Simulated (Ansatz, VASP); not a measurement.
## Two plane-wave programs on ZnCu

```
Zn Cu
1.0
     1.50762   -2.14919    0.00000
     1.50762    2.14919    0.00000
     0.00000    0.00000    4.19524
Zn Cu
1 1
Direct
  0.50000 0.50000 0.50000
  0.00000 0.00000 0.00000
```

Alike in both runs: task single point; functional PBE; k mesh 11 × 11 × 7; occupations fermi-dirac, width 0.05 eV; no spin polarisation.

```csv
,VASP,Ansatz
version,VASP 6.6.1,Ansatz 0.2.0
potentials or method,"VASP PAW PBE potentials, release 64 (Zn, Cu)",Ansatz PAW
plane-wave cutoff (eV),520,420
valence electrons in the cell,23,31
```

Ansatz gave:

| Quantity | Value |
| --- | --- |
| gap on the k mesh at the Fermi level (eV) | none |
| pressure (GPa) | -3.8 |
| traceless stress, the component that is largest in VASP (GPa) | 0.61 |

Question: Which values does VASP return?

Answer: gap on the k mesh at the Fermi level (eV): none; pressure (GPa): -3.0; traceless stress, the component that is largest in VASP (GPa): 0.59.

A gap of «none» marks a metal or a gap that the smearing closes. VASP's potentials hold 23 valence electrons a cell and Ansatz's 31, so a difference there can come from the potentials and not from the codes.
